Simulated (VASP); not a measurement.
# CdI2 (P-3m1) in VASP: notebook

The runs below take CdI2 through electric field gradients, single point, with PBEsol.

Everything below comes from runs of VASP 6.6.1. Logs are shortened: lines on timing, memory, paths and dates and some standing lists are left out, and cuts for length are marked.

## 1. The cell of the first run

It takes space group P-3m1 (No. 164, trigonal). The conventional cell has a = 4.291 Å, b = 4.291 Å, c = 7.304 Å, α = 90.00°, β = 90.00°, γ = 120.00°. Cd (site symmetry -3m) has 6 I at 3.02 Å within 4.0 Å. I (site symmetry 3m) has 3 Cd at 3.02 Å within 4.0 Å.

## 2. Electric field gradients, PBEsol

Contents of INCAR:

```
SYSTEM = CdI2
PREC = Accurate
ENCUT = 400
EDIFF = 1E-8
ISMEAR = -1
SIGMA = 0.03
LREAL = .FALSE.
LASPH = .TRUE.
NELM = 120
ALGO = Normal
ISIF = 2
LWAVE = .FALSE.
LCHARG = .FALSE.
GGA = PS
LEFG = .TRUE.
NBANDS = 20
GGA_COMPAT = .FALSE.
```

Contents of KPOINTS:

```
Automatic mesh
0
G
  8 8 4
  0 0 0
```

Contents of POSCAR:

```
CdI2
1.0
    4.2910112908      0.0000000000      0.0000000000
   -2.1455056454      3.7161247857      0.0000000000
    0.0000000000      0.0000000000      7.3035834400
Cd I
1 2
Direct
    0.0000000000      0.0000000000      0.0000000000
    0.3333333333      0.6666666667      0.2357908500
    0.6666666667      0.3333333333      0.7642091500
```

Potentials or basis: VASP PAW PBE potentials, release 64 (Cd, I).

Launch:

```
> cat potpaw_PBE.64/Cd/POTCAR potpaw_PBE.64/I/POTCAR > POTCAR
> mpirun -np 1 vasp_std > vasp.out
```

OUTCAR:

```text
SYSTEM = CdI2
   PREC = Accurate
   ENCUT = 400
   EDIFF = 1E-8
   ISMEAR = -1
   LREAL = .FALSE.
   LASPH = .TRUE.
   NELM = 120
   ISIF = 2
   GGA = PS

 ion  position               nearest neighbor table
   1  0.000  0.000  0.000-   2 3.02   3 3.02   2 3.02   3 3.02   3 3.02   2 3.02
   2  0.333  0.667  0.236-   1 3.02   1 3.02   1 3.02
   3  0.667  0.333  0.764-   1 3.02   1 3.02   1 3.02

  LATTYP: Found a hexagonal cell.
 ALAT       =     4.2910112908
 C/A-ratio  =     1.7020657708

  Lattice vectors:

 A1 = (   4.2910112908,   0.0000000000,   0.0000000000)
 A2 = (  -2.1455056454,   3.7161247857,   0.0000000000)
 A3 = (   0.0000000000,   0.0000000000,   7.3035834400)

Analysis of symmetry for initial positions (statically):
=====================================================================
 Subroutine PRICEL returns:
 Original cell was already a primitive cell.

 Routine SETGRP: Setting up the symmetry group for a
 hexagonal supercell.

 Subroutine GETGRP returns: Found 12 space group operations
 (whereof 12 operations were pure point group operations)
 out of a pool of 24 trial point group operations.

The static configuration has the point symmetry D_3d.

Analysis of symmetry for dynamics (positions and initial velocities):
=====================================================================
 Subroutine PRICEL returns:
 Original cell was already a primitive cell.

 Routine SETGRP: Setting up the symmetry group for a
 hexagonal supercell.

 Subroutine GETGRP returns: Found 12 space group operations
 (whereof 12 operations were pure point group operations)
 out of a pool of 24 trial point group operations.

The dynamic configuration has the point symmetry D_3d.

 Subroutine INISYM returns: Found 12 space group operations
 (whereof 12 operations are pure point group operations),
 and found     1 'primitive' translations

----------------------------------------------------------------------------------------

                                     Primitive cell

  volume of cell :     116.4625

[... 119 lines left out ...]
   LEPSILON=     F    determine dielectric tensor
   LRPA    =     F    only Hartree local field effects (RPA)
 non-spin polarized calculation
  energy-cutoff  :      400.00
  volume of cell :      116.46
 maximum number of plane-waves:      2130
   NGX = 13   NGY = 13   NGZ = 23

 number of electron      26.0000015 magnetization

 Free energy of the ion-electron system (eV)
  ---------------------------------------------------
  ext. energy  EPLUGINS =         0.00000000
  ---------------------------------------------------
  free energy    TOTEN  =        -6.35379202 eV

  energy without entropy =       -6.35379202  energy(sigma->0) =       -6.35379202

 E-fermi :   1.8641     XC(G=0):  -8.3056

 val. band max:        1.1684546136   @ k =   0.1250   0.0000   0.2500
 cond. band min:       3.4713723979   @ k =   0.5000   0.0000   0.5000
 fundamental gap:      2.3029177843
 Fermi energy:         1.8641488091

 k-point     1 :       0.0000    0.0000    0.0000
  band No.  band energies     occupation
      1     -10.7732      2.00000
      2     -10.2024      2.00000
      3      -6.2924      2.00000
      4      -6.2924      2.00000
      5      -6.1796      2.00000
      6      -6.1055      2.00000
[... 541 lines left out ...]
     19       8.9254      0.00000
     20       9.8337      0.00000

 [... further k-points ...]
[... 5 lines left out ...]
  --------------------------------------------------------------------------------------
  -------------------------------------------------------------------------------------
  Total       -1.0595474     -1.0595474     -0.9711830      0.0000000      0.0000000     -0.0000000
  in kB      -14.5762233    -14.5762233    -13.3605925      0.0000000      0.0000000     -0.0000000
  external PRESSURE =     -14.1710130 kB  Pullay stress =       0.0000000 kB

 VOLUME and BASIS-vectors are now :
 -----------------------------------------------------------------------------
  energy-cutoff  :      400.00
  volume of cell :      116.46
      direct lattice vectors                 reciprocal lattice vectors
     4.291011291  0.000000000  0.000000000     0.233045297  0.134548765  0.000000000
    -2.145505645  3.716124786  0.000000000     0.000000000  0.269097530  0.000000000
     0.000000000  0.000000000  7.303583440     0.000000000  0.000000000  0.136919090

 POSITION                                       TOTAL-FORCE (eV/Angst)
 -----------------------------------------------------------------------------------
      0.00000      0.00000      0.00000         0.000000      0.000000      0.000000
     -0.00000      2.47742      1.72212        -0.000000      0.000000     -0.191583
      2.14551      1.23871      5.58147         0.000000      0.000000      0.191583
 -----------------------------------------------------------------------------------
    total drift:                                0.000000     -0.000000      0.000000

  FREE ENERGIE OF THE ION-ELECTRON SYSTEM (eV)
  ---------------------------------------------------
  free  energy   TOTEN  =        -6.3537920194 eV

  energy  without entropy=       -6.3537920194  energy(sigma->0) =       -6.35379202

 Electric field gradients (V/A^2)
---------------------------------------------------------------------
 ion       V_xx      V_yy      V_zz      V_xy      V_xz      V_yz
---------------------------------------------------------------------
   1      -0.967    -0.966     1.933     0.001    -0.000     0.000
   2      30.520    30.520   -61.040     0.000    -0.000     0.000
   3      30.520    30.520   -61.040     0.000    -0.000     0.000
---------------------------------------------------------------------

 Electric field gradients after diagonalization (V/A^2)
 (convention: |V_zz| > |V_xx| > |V_yy|)
----------------------------------------------------------------------
 ion       V_xx      V_yy      V_zz     asymmetry (V_yy - V_xx)/ V_zz
----------------------------------------------------------------------
   1      -0.967    -0.966     1.933       0.001
   2      30.520    30.520   -61.040       0.000
   3      30.520    30.520   -61.040       0.000
----------------------------------------------------------------------

           NMR quadrupolar parameters

 Cq : quadrupolar parameter    Cq=e*Q*V_zz/h
 eta: asymmetry parameters     (V_yy - V_xx)/ V_zz
 Q  : nuclear electric quadrupole moment in mb (millibarn)
----------------------------------------------------------------------
 ion       Cq(MHz)       eta       Q (mb)
----------------------------------------------------------------------
   1       0.005       0.001       1.000
   2      -0.148       0.000       1.000
   3      -0.148       0.000       1.000
----------------------------------------------------------------------
```

Wall time 90 s (1 thread of Intel Xeon 8259CL, shared host); peak memory 0.21 GiB.

Results:

* Free energy: -6.3538 eV
* Pressure: -1.4 GPa
* Largest force: 0.192 eV/Å
* Band gap on the k mesh: 2.30 eV (least direct gap 2.43 eV)
* Largest electric field gradient by atom: Cd +1.9; I -61.0 V/Å²

Forces in eV/Å, atoms in the order of the input:
```
Cd   0.000  0.000  0.000
I    0.000  0.000 -0.192
I    0.000  0.000  0.192
```

Stress tensor (GPa, compression positive):
```
-1.46  0.00  0.00
 0.00 -1.46  0.00
 0.00  0.00 -1.34
```

Levels at points of the mesh, in eV from the valence-band top:
| k point | band 11 | band 12 | band 13 | band 14 | band 15 | band 16 |
| --- | --- | --- | --- | --- | --- | --- |
| (0.00, 0.00, 0.00) | -0.28 | -0.08 | -0.08 | 2.35 | 4.38 | 6.23 |
| (0.50, 0.00, 0.00) | -1.38 | -0.55 | -0.16 | 2.50 | 4.92 | 6.04 |
| (0.00, 0.00, 0.50) | -0.34 | -0.02 | -0.02 | 3.25 | 4.36 | 6.11 |
| (0.50, 0.00, 0.50) | -1.26 | -0.45 | -0.31 | 2.30 | 4.92 | 5.84 |

Electric field gradients, principal values (V/Å²):
```tsv
atom	least	middle	greatest (by size)
1 Cd	-0.966	-0.967	1.933
2 I	30.520	30.520	-61.040
3 I	30.520	30.520	-61.040
```

Caveat: without QUAD_EFG the Cq values of the log hold for a quadrupole moment of 1 mb, not for the nuclei; the PAW data sets were made with another functional, which shifts forces and pressure a little; spin-orbit coupling is left out, which moves the levels of the heavy elements; this functional lacks dispersion, which binds the layers, so the pressure and a relaxed spacing across them are unreliable.

## 3. Single point, PBEsol

POSCAR is that of step 2.

Contents of INCAR.step1:

```
SYSTEM = CdI2
  PREC = Accurate
  ENCUT = 400
  EDIFF = 1E-6
  ISMEAR = -1
  SIGMA = 0.03
  LREAL = .FALSE.
  LASPH = .TRUE.
  NELM = 120
  ALGO = Normal
  ISIF = 2
  LWAVE = .FALSE.
  LCHARG = .TRUE.
  GGA = PS
  NBANDS = 20
  GGA_COMPAT = .FALSE.
  NEDOS = 2001
  LORBIT = 11
```

Contents of KPOINTS.step1:

```
Automatic mesh
0
G
  8 8 4
  0 0 0
```

Contents of INCAR.step2:

```
SYSTEM = CdI2
  PREC = Accurate
  ENCUT = 400
  EDIFF = 1E-6
  ISMEAR = -5
  SIGMA = 0.03
  LREAL = .FALSE.
  LASPH = .TRUE.
  NELM = 120
  ALGO = Normal
  ISIF = 2
  LWAVE = .FALSE.
  LCHARG = .FALSE.
  GGA = PS
  LORBIT = 11
  NBANDS = 20
  NEDOS = 1001
  ICHARG = 11
  GGA_COMPAT = .FALSE.
```

Contents of KPOINTS.step2:

```
Automatic mesh
0
G
  12 12 6
  0 0 0
```

Potentials or basis: VASP PAW PBE potentials, release 64 (Cd, I).

Launch:

```
> cat potpaw_PBE.64/Cd/POTCAR potpaw_PBE.64/I/POTCAR > POTCAR
> cp INCAR.step1 INCAR
> cp KPOINTS.step1 KPOINTS
> mpirun -np 1 vasp_std > vasp.out
> cp INCAR.step2 INCAR
> cp KPOINTS.step2 KPOINTS
> mpirun -np 1 vasp_std > vasp.out
```

OUTCAR:

```text
SYSTEM = CdI2
   PREC = Accurate
   ENCUT = 400
   EDIFF = 1E-6
   ISMEAR = -5
   LREAL = .FALSE.
   LASPH = .TRUE.
   NELM = 120
   ISIF = 2
   GGA = PS
   LORBIT = 11
   ICHARG = 11

 ion  position               nearest neighbor table
   1  0.000  0.000  0.000-   2 3.02   3 3.02   2 3.02   3 3.02   3 3.02   2 3.02
   2  0.333  0.667  0.236-   1 3.02   1 3.02   1 3.02
   3  0.667  0.333  0.764-   1 3.02   1 3.02   1 3.02

  LATTYP: Found a hexagonal cell.
 ALAT       =     4.2910112908
 C/A-ratio  =     1.7020657708

  Lattice vectors:

 A1 = (   4.2910112908,   0.0000000000,   0.0000000000)
 A2 = (  -2.1455056454,   3.7161247857,   0.0000000000)
 A3 = (   0.0000000000,   0.0000000000,   7.3035834400)

Analysis of symmetry for initial positions (statically):
=====================================================================
 Subroutine PRICEL returns:
 Original cell was already a primitive cell.

 Routine SETGRP: Setting up the symmetry group for a
 hexagonal supercell.

 Subroutine GETGRP returns: Found 12 space group operations
 (whereof 12 operations were pure point group operations)
 out of a pool of 24 trial point group operations.

The static configuration has the point symmetry D_3d.
[... 167 lines left out ...]
 cond. band min:       3.4712232310   @ k =   0.5000   0.0000   0.5000
 fundamental gap:      2.3060340840
 Fermi energy:         1.1704134682

 k-point     1 :       0.0000    0.0000    0.0000
  band No.  band energies     occupation
      1     -10.7730      2.00000
      2     -10.2022      2.00000
      3      -6.2964      2.00000
      4      -6.2964      2.00000
      5      -6.1769      2.00000
      6      -6.1034      2.00000
[... 541 lines left out ...]
     19       9.2753      0.00000
     20       9.4337      0.00000

 [... further k-points ...]
[... 5 lines left out ...]
  --------------------------------------------------------------------------------------
  -------------------------------------------------------------------------------------
  Total       -1.0631378     -1.0631378     -0.9731565     -0.0000000      0.0000000      0.0000000
  in kB      -14.6256177    -14.6256177    -13.3877417     -0.0000000      0.0000000      0.0000000
  external PRESSURE =     -14.2129924 kB  Pullay stress =       0.0000000 kB

 VOLUME and BASIS-vectors are now :
 -----------------------------------------------------------------------------
  energy-cutoff  :      400.00
  volume of cell :      116.46
      direct lattice vectors                 reciprocal lattice vectors
     4.291011291  0.000000000  0.000000000     0.233045297  0.134548765  0.000000000
    -2.145505645  3.716124786  0.000000000     0.000000000  0.269097530  0.000000000
     0.000000000  0.000000000  7.303583440     0.000000000  0.000000000  0.136919090

 POSITION                                       TOTAL-FORCE (eV/Angst)
 -----------------------------------------------------------------------------------
      0.00000      0.00000      0.00000        -0.000000      0.000000      0.000000
     -0.00000      2.47742      1.72212        -0.000000      0.000000     -0.191572
      2.14551      1.23871      5.58147         0.000000     -0.000000      0.191572
 -----------------------------------------------------------------------------------
    total drift:                               -0.000000     -0.000000     -0.000000

  FREE ENERGIE OF THE ION-ELECTRON SYSTEM (eV)
  ---------------------------------------------------
  free  energy   TOTEN  =        -6.3539080640 eV

  energy  without entropy=       -6.3539080640  energy(sigma->0) =       -6.35390806

 total charge

# of ion       s       p       d       tot
------------------------------------------
    1        0.385   0.233   9.567  10.184
    2        1.513   2.749   0.013   4.274
    3        1.513   2.749   0.013   4.274
--------------------------------------------------
tot          3.410   5.731   9.592  18.733
```

OSZICAR.step1:

```text
N       E                     dE             d eps       ncg     rms          rms(c)
DAV:   1     0.135459210372E+03    0.13546E+03   -0.98375E+03  1440   0.885E+02
DAV:   2     0.148186131221E+01   -0.13398E+03   -0.12938E+03  1688   0.221E+02
DAV:   3    -0.657009955734E+01   -0.80520E+01   -0.80278E+01  1684   0.542E+01
DAV:   4    -0.670499032944E+01   -0.13489E+00   -0.13488E+00  1884   0.664E+00
DAV:   5    -0.670602303130E+01   -0.10327E-02   -0.10327E-02  1656   0.615E-01    0.582E+00
DAV:   6    -0.638372129933E+01    0.32230E+00   -0.61712E-01  1456   0.813E+00    0.494E+00
DAV:   7    -0.635568233498E+01    0.28039E-01   -0.16668E-01  1544   0.249E+00    0.222E+00
DAV:   8    -0.635403335156E+01    0.16490E-02   -0.21210E-02  1524   0.155E+00    0.340E-01
DAV:   9    -0.635380236061E+01    0.23099E-03   -0.25160E-03  1552   0.526E-01    0.105E-01
DAV:  10    -0.635378447877E+01    0.17882E-04   -0.30409E-04  1548   0.174E-01    0.405E-02
DAV:  11    -0.635379282887E+01   -0.83501E-05   -0.32560E-05  1604   0.441E-02    0.199E-02
DAV:  12    -0.635379257089E+01    0.25798E-06   -0.21769E-06  1312   0.126E-02
   1 F= -.63537926E+01 E0= -.63537926E+01  d E =-.525731E-10
```

Run time: 2.8 min. Hardware: 1 thread of Intel Xeon 8259CL, shared host; peak memory 0.29 GiB.

What came out:

```yaml
Valence_electrons_inside_the_program's_atomic_spheres: Cd 10.18; I 4.27
```

Levels at points of the mesh, in eV from the valence-band top:
```csv
k point,band 9,band 10,band 11,band 12,band 13,band 14,band 15,band 16,band 17,band 18
"(0.00, 0.00, 0.00)",-0.30,-0.28,-0.28,-0.08,-0.08,2.35,4.38,6.23,6.23,7.75
"(0.50, 0.00, 0.00)",-2.71,-1.72,-1.38,-0.54,-0.15,2.51,4.93,6.04,6.59,7.22
"(0.00, 0.00, 0.50)",-1.29,-0.34,-0.34,-0.01,-0.01,3.25,4.37,6.12,6.12,7.67
"(0.50, 0.00, 0.50)",-2.94,-1.28,-1.25,-0.44,-0.31,2.31,4.92,5.84,6.45,7.07
```

Caveat: the PAW data sets were made with another functional, which shifts forces and pressure a little; spin-orbit coupling is left out, which moves the levels of the heavy elements; this functional lacks dispersion, which binds the layers, so the pressure and a relaxed spacing across them are unreliable.
